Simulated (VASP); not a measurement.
# KCl (Pm-3m) in VASP: notebook

KCl is run at these levels: PBE; tasks: single point.

All numbers are computed with VASP 6.6.1; they aren't measurements. Logs are shortened: lines on timing, memory, paths and dates and some standing lists are left out, and cuts for length are marked.

## (1) The cell of the first run

The structure is cubic, space group Pm-3m (No. 221). Conventional cell: a = 3.771 Å, b = 3.771 Å, c = 3.771 Å, α = 90.00°, β = 90.00°, γ = 90.00°. K (site symmetry m-3m) has 8 Cl at 3.27 Å and 6 K at 3.77 Å within 4.3 Å. Cl (site symmetry m-3m) has 8 K at 3.27 Å and 6 Cl at 3.77 Å within 4.3 Å.

## (2) Single point, PBE

Input file INCAR:

```
PREC = Accurate ; ENCUT = 500
EDIFF = 1E-6 ; ISMEAR = 0
SIGMA = 0.01 ; LREAL = F
LASPH = T ; NELM = 120
ALGO = Normal ; ISIF = 2
LWAVE = F ; LCHARG = F
GGA = PE ; NBANDS = 15
GGA_COMPAT = F
```

Input file KPOINTS:

```
Automatic mesh
0
Gamma
  6 6 6
```

Input file POSCAR:

```
KCl
1.0
    3.7708085932      0.0000000000      0.0000000000
    0.0000000000      3.7708085932      0.0000000000
    0.0000000000      0.0000000000      3.7708085932
K Cl
1 1
Direct
    0.0000000000      0.0000000000      0.0000000000
    0.5000000000      0.5000000000      0.5000000000
```

Potentials or basis: VASP PAW PBE potentials, release 64 (K_sv, Cl).

Run with:

```console
$ cat potpaw_PBE.64/K_sv/POTCAR potpaw_PBE.64/Cl/POTCAR > POTCAR
$ mpirun -np 1 vasp_std > vasp.out
```

OUTCAR:

```text
PREC = Accurate
   ENCUT = 500
   EDIFF = 1E-6
   ISMEAR = 0
   LREAL = F
   LASPH = T
   NELM = 120
   ISIF = 2
   GGA = PE

 ion  position               nearest neighbor table
   1  0.000  0.000  0.000-
   2  0.500  0.500  0.500-

  LATTYP: Found a simple cubic cell.
 ALAT       =     3.7708085932

  Lattice vectors:

 A1 = (   3.7708085932,   0.0000000000,   0.0000000000)
 A2 = (   0.0000000000,   3.7708085932,   0.0000000000)
 A3 = (   0.0000000000,   0.0000000000,   3.7708085932)

Analysis of symmetry for initial positions (statically):
=====================================================================
 Subroutine PRICEL returns:
 Original cell was already a primitive cell.

 Routine SETGRP: Setting up the symmetry group for a
 simple cubic supercell.

 Subroutine GETGRP returns: Found 48 space group operations
 (whereof 48 operations were pure point group operations)
 out of a pool of 48 trial point group operations.

The static configuration has the point symmetry O_h .

Analysis of symmetry for dynamics (positions and initial velocities):
=====================================================================
 Subroutine PRICEL returns:
 Original cell was already a primitive cell.

 Routine SETGRP: Setting up the symmetry group for a
 simple cubic supercell.

 Subroutine GETGRP returns: Found 48 space group operations
 (whereof 48 operations were pure point group operations)
 out of a pool of 48 trial point group operations.

The dynamic configuration has the point symmetry O_h .

 Subroutine INISYM returns: Found 48 space group operations
 (whereof 48 operations are pure point group operations),
 and found     1 'primitive' translations

----------------------------------------------------------------------------------------

                                     Primitive cell

  volume of cell :      53.6171

  direct lattice vectors                    reciprocal lattice vectors
     3.770808593  0.000000000  0.000000000     0.265195110  0.000000000  0.000000000
     0.000000000  3.770808593  0.000000000     0.000000000  0.265195110  0.000000000
     0.000000000  0.000000000  3.770808593     0.000000000  0.000000000  0.265195110

  length of vectors
     3.770808593  3.770808593  3.770808593     0.265195110  0.265195110  0.265195110

  position of ions in fractional coordinates (direct lattice)
     0.000000000  0.000000000  0.000000000
     0.500000000  0.500000000  0.500000000

  ion indices of the primitive-cell ions
[... 80 lines left out ...]
   PSTRESS=    0.0 pullay stress
   NELECT =      16.0000    total number of electrons
   NUPDOWN=      -1.0000    fix difference up-down
   EMIN   =  10.00;   EMAX   =-10.00  energy-range for DOS
   EFERMI =   0.00;   METHOD = LEGACY
   ISMEAR =     0;   SIGMA  =   0.01  broadening in eV -4-tet -1-fermi 0-gaus
   EFERMI_NEDOS =   21; number of points for ismear=-14 and -15
   IALGO  =     38    algorithm
   IMIX   =      4    mixing-type and parameters
     AMIX     =   0.40;   BMIX     =  1.00
     AMIX_MAG =   1.60;   BMIX_MAG =  1.00
  volume/ion in A,a.u.               =      26.81       180.91
  Fermi-wavevector in a.u.,A,eV,Ry     =   1.093991  2.067343 16.283669  1.196816
  Thomas-Fermi vector in A             =   2.230287
   LORBIT       =      0    0 simple, 1 ext, 2 COOP (PROOUT), +10 PAW based schemes
   GGA     = PE    functional components
   LHFCALC =     F    Hartree Fock is set to
   AEXX    =    0.0000 exact exchange contribution
   IVDW    =     0    specifies the selected vdW correction
   LEPSILON=     F    determine dielectric tensor
   LRPA    =     F    only Hartree local field effects (RPA)
 non-spin polarized calculation
 Gauss-broadening in eV      SIGMA  =   0.01
  energy-cutoff  :      500.00
  volume of cell :       53.62
 maximum number of plane-waves:      1406
 NGX is ok and might be reduce to    28
   NGX = 13   NGY = 13   NGZ = 13

 number of electron      16.0000004 magnetization

 Free energy of the ion-electron system (eV)
  ---------------------------------------------------
  ext. energy  EPLUGINS =         0.00000000
  ---------------------------------------------------
  free energy    TOTEN  =        -6.64482495 eV

  energy without entropy =       -6.64482495  energy(sigma->0) =       -6.64482495

 E-fermi :  -0.5051     XC(G=0):  -8.3074

 val. band max:       -0.5605665755   @ k =   0.5000   0.5000   0.0000
 cond. band min:       4.4690053757   @ k =   0.0000   0.0000   0.0000
 fundamental gap:      5.0295719512
 Fermi energy:        -0.5051049056

 k-point     1 :       0.0000    0.0000    0.0000
  band No.  band energies     occupation
      1     -28.5320      2.00000
      2     -13.2317      2.00000
      3     -11.9074      2.00000
      4     -11.9074      2.00000
      5     -11.9074      2.00000
      6      -0.7741      2.00000
      7      -0.7741      2.00000
      8      -0.7741      2.00000
      9       4.4690      0.00000
     10       5.9596      0.00000
     11       5.9596      0.00000
     12      10.2252      0.00000
     13      10.2252      0.00000
     14      10.2252      0.00000
[... 329 lines left out ...]
      2     -12.7720      2.00000
      3     -12.1036      2.00000
      4     -12.1036      2.00000
      5     -12.1036      2.00000
      6      -1.9974      2.00000
      7      -1.9974      2.00000
      8      -1.9974      2.00000
      9       8.4202      0.00000
     10       8.4202      0.00000
     11       8.4202      0.00000
     12       9.5621      0.00000
     13       9.5621      0.00000
     14       9.5621      0.00000
     15      11.9334      0.00000

------------------------ aborting loop because EDIFF is reached ----------------------------------------

  FORCE on cell =-STRESS in cart. coord.  units (eV):
  Direction    XX          YY          ZZ          XY          YZ          ZX
  --------------------------------------------------------------------------------------
  -------------------------------------------------------------------------------------
  Total        0.3645684      0.3645684      0.3645684     -0.0000000      0.0000000     -0.0000000
  in kB       10.8939686     10.8939686     10.8939686     -0.0000000      0.0000000     -0.0000000
  external PRESSURE =      10.8939686 kB  Pullay stress =       0.0000000 kB

 VOLUME and BASIS-vectors are now :
 -----------------------------------------------------------------------------
  energy-cutoff  :      500.00
  volume of cell :       53.62
      direct lattice vectors                 reciprocal lattice vectors
     3.770808593  0.000000000  0.000000000     0.265195110  0.000000000  0.000000000
     0.000000000  3.770808593  0.000000000     0.000000000  0.265195110  0.000000000
     0.000000000  0.000000000  3.770808593     0.000000000  0.000000000  0.265195110

 POSITION                                       TOTAL-FORCE (eV/Angst)
 -----------------------------------------------------------------------------------
      0.00000      0.00000      0.00000         0.000000      0.000000      0.000000
      1.88540      1.88540      1.88540         0.000000      0.000000      0.000000
 -----------------------------------------------------------------------------------
    total drift:                               -0.000000      0.000000      0.000000

  FREE ENERGIE OF THE ION-ELECTRON SYSTEM (eV)
  ---------------------------------------------------
  free  energy   TOTEN  =        -6.6448249454 eV

  energy  without entropy=       -6.6448249454  energy(sigma->0) =       -6.64482495
```

OSZICAR:

```text
N       E                     dE             d eps       ncg     rms          rms(c)
DAV:   1     0.100437698657E+03    0.10044E+03   -0.72582E+03   600   0.959E+02
DAV:   2    -0.135556451531E+01   -0.10179E+03   -0.95767E+02   805   0.244E+02
DAV:   3    -0.671975553994E+01   -0.53642E+01   -0.53355E+01   796   0.487E+01
DAV:   4    -0.694488372582E+01   -0.22513E+00   -0.22509E+00   908   0.908E+00
DAV:   5    -0.694665229121E+01   -0.17686E-02   -0.17686E-02   852   0.918E-01    0.310E+00
DAV:   6    -0.667541873327E+01    0.27123E+00   -0.29034E-01   740   0.322E+00    0.259E+00
DAV:   7    -0.664254757582E+01    0.32871E-01   -0.89797E-02   768   0.197E+00    0.154E+00
DAV:   8    -0.664457636923E+01   -0.20288E-02   -0.16947E-02   841   0.992E-01    0.209E-01
DAV:   9    -0.664458305922E+01   -0.66900E-05   -0.74049E-04   789   0.190E-01    0.104E-01
DAV:  10    -0.664482793425E+01   -0.24488E-03   -0.33496E-04   663   0.145E-01    0.275E-02
DAV:  11    -0.664482425888E+01    0.36754E-05   -0.12371E-05   840   0.261E-02    0.780E-03
DAV:  12    -0.664482494544E+01   -0.68656E-06   -0.10229E-06   559   0.871E-03
   1 F= -.66448249E+01 E0= -.66448249E+01  d E =-.342932E-17
```

Wall time 20 s (1 thread of Intel Xeon 8259CL, shared host); peak memory 0.16 GiB.

What came out:

```
Free energy            : -6.6448 eV
Pressure               : 1.1 GPa
Band gap on the k mesh : 5.03 eV (least direct gap 5.24 eV)
```

Levels at points of the mesh, in eV from the valence-band top:
| k point | band 6 | band 7 | band 8 | band 9 | band 10 | band 11 |
| --- | --- | --- | --- | --- | --- | --- |
| (0.00, 0.00, 0.00) | -0.21 | -0.21 | -0.21 | 5.03 | 6.52 | 6.52 |
| (0.50, 0.00, 0.00) | -1.90 | -0.24 | -0.24 | 7.94 | 7.97 | 8.55 |
| (0.50, 0.50, 0.00) | -1.27 | -1.27 | 0.00 | 6.22 | 7.35 | 8.99 |
| (0.50, 0.50, 0.50) | -1.44 | -1.44 | -1.44 | 8.98 | 8.98 | 8.98 |

(Part 1 of 2 ends here.)
